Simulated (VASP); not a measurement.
# Hf in VASP: further runs

The runs below take Hf through relaxation of cell and atoms, single point, with revPBE, BLYP, r2SCAN, PBE, PBEsol.

Everything below comes from runs of VASP 6.6.1. Logs are shortened: lines on timing, memory, paths and dates and some standing lists are left out, and cuts for length are marked.

### 1 The cell of the first run

Symmetry: Im-3m, No. 229, cubic system. Conventional cell: a = 3.610 Å, b = 3.610 Å, c = 3.610 Å, α = 90.00°, β = 90.00°, γ = 90.00°. Within 4.1 Å of Hf (site symmetry m-3m) lie 14 Hf at 3.13 to 3.61 Å.

### 2 Relaxation of cell and atoms, revPBE

INCAR reads:

```
ALGO     = Fast           # electronic algorithm
EDIFF    = 1E-6           # SCF threshold, eV
EDIFFG   = -0.01          # ionic threshold
ENCUT    = 600            # plane-wave cutoff, eV
GGA      = RE             # functional
IBRION   = 2              # ionic algorithm
ISIF     = 3              # what is computed and relaxed
ISMEAR   = -1             # smearing method
LASPH    = T              # aspherical terms in the spheres
LCHARG   = F              # write CHGCAR
LREAL    = F              # projectors in reciprocal space
LWAVE    = F              # write WAVECAR
NELM     = 60             # most SCF steps
NSW      = 60             # ionic steps
PREC     = Accurate       # precision mode
SIGMA    = 0.05           # smearing width, eV
```

KPOINTS reads:

```
k-points
0
Gamma
  10 10 10
```

POSCAR reads:

```
Hf
1.0
   -1.8050000000      1.8050000000      1.8050000000
    1.8050000000     -1.8050000000      1.8050000000
    1.8050000000      1.8050000000     -1.8050000000
Hf
1
Direct
    0.0000000000      0.0000000000      0.0000000000
```

Potentials or basis: VASP PAW PBE potentials, release 64 (Hf_pv).

On the command line:

```sh
$ cat potpaw_PBE.64/Hf_pv/POTCAR > POTCAR
$ mpirun -np 1 vasp_std > vasp.out
```

OUTCAR:

```text
EDIFF = 1E-6
   EDIFFG = -0.01
   ENCUT = 600
   GGA = RE
   IBRION = 2
   ISIF = 3
   ISMEAR = -1
   LASPH = T
   LREAL = F
   NELM = 60
   NSW = 60
   PREC = Accurate

 ion  position               nearest neighbor table
   1  0.000  0.000  0.000-

  LATTYP: Found a body centered cubic cell.
 ALAT       =     3.6100000000

  Lattice vectors:

 A1 = (  -1.8050000000,   1.8050000000,   1.8050000000)
 A2 = (   1.8050000000,  -1.8050000000,   1.8050000000)
 A3 = (   1.8050000000,   1.8050000000,  -1.8050000000)

Analysis of symmetry for initial positions (statically):
=====================================================================
 Subroutine PRICEL returns:
 Original cell was already a primitive cell.

 Routine SETGRP: Setting up the symmetry group for a
 body centered cubic supercell.

 Subroutine GETGRP returns: Found 48 space group operations
[... 9 lines left out ...]

 Routine SETGRP: Setting up the symmetry group for a
 body centered cubic supercell.

 Subroutine GETGRP returns: Found 48 space group operations
[... 11 lines left out ...]
                                     Primitive cell

  volume of cell :      23.5229

  direct lattice vectors                    reciprocal lattice vectors
    -1.805000000  1.805000000  1.805000000     0.000000000  0.277008310  0.277008310
     1.805000000 -1.805000000  1.805000000     0.277008310  0.000000000  0.277008310
     1.805000000  1.805000000 -1.805000000     0.277008310  0.277008310  0.000000000

  length of vectors
     3.126351708  3.126351708  3.126351708     0.391748909  0.391748909  0.391748909

  position of ions in fractional coordinates (direct lattice)
     0.000000000  0.000000000  0.000000000

  ion indices of the primitive-cell ions
   primitive index   ion index
                 1           1

----------------------------------------------------------------------------------------

 KPOINTS: k-points

Automatic generation of k-mesh.
 Grid dimensions read from file:
 generate k-points for:   10   10   10

 Generating k-lattice:

  Cartesian coordinates                     Fractional coordinates (reciprocal lattice)
     0.000000000  0.027700831  0.027700831     0.100000000  0.000000000  0.000000000
     0.027700831  0.000000000  0.027700831     0.000000000  0.100000000  0.000000000
     0.027700831  0.027700831  0.000000000     0.000000000  0.000000000  0.100000000

  Length of vectors
     0.039174891  0.039174891  0.039174891

  Shift w.r.t. Gamma in fractional coordinates (k-lattice)
     0.000000000  0.000000000  0.000000000

 Subroutine IBZKPT returns following result:
 ===========================================

 Found     47 irreducible k-points:

 Following reciprocal coordinates:
            Coordinates               Weight
  0.000000  0.000000  0.000000      1.000000
  0.100000  0.000000  0.000000     12.000000
  0.200000  0.000000  0.000000     12.000000
  0.300000  0.000000  0.000000     12.000000
  0.400000  0.000000  0.000000     12.000000
  0.500000  0.000000  0.000000      6.000000
[... 16 lines left out ...]
  0.300000  0.300000  0.100000      8.000000
 -0.300000  0.300000  0.100000     24.000000
 [... further k-points ...]
   k-points           NKPTS =     47   k-points in BZ     NKDIM =     47   number of bands    NBANDS=      9
   number of dos      NEDOS =    301   number of ions     NIONS =      1
   total plane-waves  NPLWV =  21952
   dimension x,y,z NGX =    28 NGY =   28 NGZ =   28
   dimension x,y,z NGXF=    56 NGYF=   56 NGZF=   56
   ions per type =               1
   NGX,Y,Z   is equivalent  to a cutoff of  14.89, 14.89, 14.89 a.u.
   NGXF,Y,Z  is equivalent  to a cutoff of  29.78, 29.78, 29.78 a.u.
 SYSTEM =  unknown system
   PREC   = accura    normal or accurate (medium, high low for compatibility)
   ISTART =      0    job   : 0-new  1-cont  2-samecut
   ICHARG =      2    charge: 1-file 2-atom 10-const
   ISPIN  =      1    spin polarized calculation?
   LNONCOLLINEAR =      F non collinear calculations
   LSORBIT =      F    spin-orbit coupling
   LASPH  =      T    aspherical Exc in radial PAW
   ENCUT  =  600.0 eV  44.10 Ry    6.64 a.u.   6.24  6.24  6.24*2*pi/ulx,y,z
   NELM   =     60;   NELMIN=  2; NELMDL= -5     # of ELM steps
   EDIFF  = 0.1E-05   stopping-criterion for ELM
   LREAL  =      F    real-space projection
   EDIFFG = -.1E-01   stopping-criterion for IOM
   NSW    =     60    number of steps for IOM
   IBRION =      2    ionic relax: 0-MD 1-quasi-New 2-CG
   NFREE  =      1    steps in history (QN), initial steepest desc. (CG)
   ISIF   =      3    stress and relaxation
   ISYM   =      2    0-nonsym 1-usesym 2-fastsym
   POTIM  = 0.5000    time-step for ionic-motion
   TEBEG  =    0.0;   TEEND  =   0.0 temperature during run
   PSTRESS=    0.0 pullay stress
   NELECT =      10.0000    total number of electrons
   NUPDOWN=      -1.0000    fix difference up-down
   EMIN   =  10.00;   EMAX   =-10.00  energy-range for DOS
   EFERMI =   0.00;   METHOD = LEGACY
   ISMEAR =    -1;   SIGMA  =   0.05  broadening in eV -4-tet -1-fermi 0-gaus
   EFERMI_NEDOS =   21; number of points for ismear=-14 and -15
   IALGO  =     68    algorithm
   IMIX   =      4    mixing-type and parameters
     AMIX     =   0.40;   BMIX     =  1.00
     AMIX_MAG =   1.60;   BMIX_MAG =  1.00
  volume/ion in A,a.u.               =      23.52       158.74
  Fermi-wavevector in a.u.,A,eV,Ry     =   1.230961  2.326179 20.616432  1.515265
  Thomas-Fermi vector in A             =   2.365789
   LORBIT       =      0    0 simple, 1 ext, 2 COOP (PROOUT), +10 PAW based schemes
   GGA     = RE    functional components
   LHFCALC =     F    Hartree Fock is set to
   AEXX    =    0.0000 exact exchange contribution
   IVDW    =     0    specifies the selected vdW correction
   LEPSILON=     F    determine dielectric tensor
   LRPA    =     F    only Hartree local field effects (RPA)
 conjugate gradient relaxation of ions
 non-spin polarized calculation
 RMM-DIIS sequential band-by-band and
  energy-cutoff  :      600.00
  volume of cell :       23.52
 maximum number of plane-waves:       802
 NGX is ok and might be reduce to    28
   NGX = 13   NGY = 13   NGZ = 13

--------------------------------------- Ionic step        1  -------------------------------------------

 number of electron      10.0000000 magnetization

 number of electron       9.9999999 magnetization

 Free energy of the ion-electron system (eV)
  ---------------------------------------------------
  ext. energy  EPLUGINS =         0.00000000
  ---------------------------------------------------
  free energy    TOTEN  =        -9.40178518 eV

  energy without entropy =       -9.38634780  energy(sigma->0) =       -9.39406649

------------------------ aborting loop because EDIFF is reached ----------------------------------------

  FORCE on cell =-STRESS in cart. coord.  units (eV):
  Direction    XX          YY          ZZ          XY          YZ          ZX
  --------------------------------------------------------------------------------------
  -------------------------------------------------------------------------------------
  Total       -0.4831863     -0.4831863     -0.4831863     -0.0000000      0.0000000      0.0000000
  in kB      -32.9104352    -32.9104352    -32.9104352     -0.0000000      0.0000000      0.0000000
  external PRESSURE =     -32.9104352 kB  Pullay stress =       0.0000000 kB

 VOLUME and BASIS-vectors are now :
 -----------------------------------------------------------------------------
  energy-cutoff  :      600.00
  volume of cell :       23.52
      direct lattice vectors                 reciprocal lattice vectors
    -1.805000000  1.805000000  1.805000000     0.000000000  0.277008310  0.277008310
     1.805000000 -1.805000000  1.805000000     0.277008310  0.000000000  0.277008310
     1.805000000  1.805000000 -1.805000000     0.277008310  0.277008310  0.000000000
[... 71 lines left out ...]
 POSITION                                       TOTAL-FORCE (eV/Angst)
 -----------------------------------------------------------------------------------
      0.00000      0.00000      0.00000        -0.000000      0.000000     -0.000000
 -----------------------------------------------------------------------------------
    total drift:                               -0.000000     -0.000000      0.000000

  FREE ENERGIE OF THE ION-ELECTRON SYSTEM (eV)
  ---------------------------------------------------
  free  energy   TOTEN  =        -9.4105424193 eV

  energy  without entropy=       -9.3963814969  energy(sigma->0) =       -9.40346196

--------------------------------------- Ionic step        4  -------------------------------------------

 number of electron      10.0000000 magnetization

 Free energy of the ion-electron system (eV)
  ---------------------------------------------------
  ext. energy  EPLUGINS =         0.00000000
  ---------------------------------------------------
  free energy    TOTEN  =        -9.41053768 eV

  energy without entropy =       -9.39639611  energy(sigma->0) =       -9.40346690

 E-fermi :   4.5620     XC(G=0): -11.1756

 val. band max:        4.5309034854   @ k =   0.3000   0.1000   0.1000
 cond. band min:       4.5704664723   @ k =   0.3000   0.2000  -0.0000
 fundamental gap:      0.0395629869
 Fermi energy:         4.5619656400

 k-point     1 :       0.0000    0.0000    0.0000
  band No.  band energies     occupation
      1     -25.3673      2.00000
      2     -25.3673      2.00000
      3     -25.3673      2.00000
      4      -2.4353      2.00000
      5       6.0936      0.00000
      6       6.0936      0.00000
      7       6.0936      0.00000
      8       8.8278      0.00000
      9       8.8278      0.00000

 k-point     2 :       0.1000    0.0000    0.0000
  band No.  band energies     occupation
      1     -25.4462      2.00000
      2     -25.3920      2.00000
      3     -25.3676      2.00000
      4      -2.0762      2.00000
      5       5.8453      0.00000
      6       5.9760      0.00000
      7       6.4492      0.00000
      8       8.4739      0.00000
      9       8.8268      0.00000
[... 253 lines left out ...]
 k-point    24 :      -0.3000    0.3000    0.1000
  band No.  band energies     occupation
      1     -25.8757      2.00000
      2     -25.5617      2.00000
      3     -25.4280      2.00000
      4       0.4706      2.00000
      5       4.7731      0.02888
      6       4.9990      0.00032
      7       7.5183      0.00000
      8       8.9662      0.00000
      9       9.6190      0.00000

 [... further k-points ...]
[... 5 lines left out ...]
  --------------------------------------------------------------------------------------
  -------------------------------------------------------------------------------------
  Total        0.0060898      0.0060898      0.0060898      0.0000000      0.0000000     -0.0000000
  in kB        0.4300964      0.4300964      0.4300964      0.0000000      0.0000000     -0.0000000
  external PRESSURE =       0.4300964 kB  Pullay stress =       0.0000000 kB

 VOLUME and BASIS-vectors are now :
 -----------------------------------------------------------------------------
  energy-cutoff  :      600.00
  volume of cell :       22.69
      direct lattice vectors                 reciprocal lattice vectors
    -1.783315270  1.783315270  1.783315270     0.000000000  0.280376672  0.280376672
     1.783315270 -1.783315270  1.783315270     0.280376672  0.000000000  0.280376672
     1.783315270  1.783315270 -1.783315270     0.280376672  0.280376672  0.000000000

 POSITION                                       TOTAL-FORCE (eV/Angst)
 -----------------------------------------------------------------------------------
      1.78332      1.78332      1.78332         0.000000      0.000000     -0.000000
 -----------------------------------------------------------------------------------
    total drift:                                0.000000     -0.000000      0.000000

  FREE ENERGIE OF THE ION-ELECTRON SYSTEM (eV)
  ---------------------------------------------------
  free  energy   TOTEN  =        -9.4105376849 eV

  energy  without entropy=       -9.3963961123  energy(sigma->0) =       -9.40346690

 reached required accuracy - stopping structural energy minimisation
```

Wall time 24 s (1 thread of Intel Xeon 6975P-C (Granite Rapids), shared host); peak memory 0.17 GiB.

What came out:

```yaml
Free_energy: -9.4105 eV
Relaxed_volume: 22.69 Å³/atom
Relaxed_cell: a = 3.089 Å, b = 3.089 Å, c = 3.089 Å, α = 109.47°, β = 109.47°, γ = 109.47°
Space_group_after_relaxing_to_0.05_Å: Im-3m (No. 229)
Energy_gained_by_relaxing: 8.8 meV/atom
Ionic_steps: 4
Pressure_after_relaxing: 0.0 GPa
Band_gap_on_the_k_mesh: zero (band 5 reaches 6.09 eV, above the bottom of band 6 at 3.82 eV)
```

The path:
| step | energy change (eV) | largest force (eV/Å) | pressure (GPa) | volume (Å³) |
| --- | --- | --- | --- | --- |
| 1 | 0.0000 | 0.0000 | -3.29 | 23.52 |
| 2 | 0.0001 | 0.0000 | 3.72 | 21.92 |
| 3 | -0.0088 | 0.0000 | -0.08 | 22.70 |
| 4 | -0.0088 | 0.0000 | 0.04 | 22.69 |

Final structure:
```cif
data_structure
_symmetry_space_group_name_H-M 'P 1'
_symmetry_Int_Tables_number 1
_cell_length_a 3.0888
_cell_length_b 3.0888
_cell_length_c 3.0888
_cell_angle_alpha 109.471
_cell_angle_beta 109.471
_cell_angle_gamma 109.471
_cell_volume 22.69
loop_
_atom_site_label
_atom_site_type_symbol
_atom_site_fract_x
_atom_site_fract_y
_atom_site_fract_z
_atom_site_occupancy
Hf1 Hf 0.00000 0.00000 0.00000 1
```

Levels at points of the mesh, in eV from the Fermi level:
| k point | band 2 | band 3 | band 4 | band 5 | band 6 | band 7 | band 8 | band 9 |
| --- | --- | --- | --- | --- | --- | --- | --- | --- |
| (0.00, 0.00, 0.00) | -29.93 | -29.93 | -7.00 | 1.53 | 1.53 | 1.53 | 4.27 | 4.27 |
| (0.50, 0.00, 0.00) | -30.18 | -29.93 | -3.33 | -0.46 | 0.98 | 4.09 | 5.08 | 7.49 |
| (0.50, 0.50, 0.50) | -30.47 | -30.47 | -2.52 | -2.52 | 6.68 | 6.68 | 6.68 | 7.10 |

Caveat: the PAW data sets were made with another functional, which shifts forces and pressure a little; spin-orbit coupling is left out, which moves the levels of the heavy elements.

(Continued in part 2 of 3.)
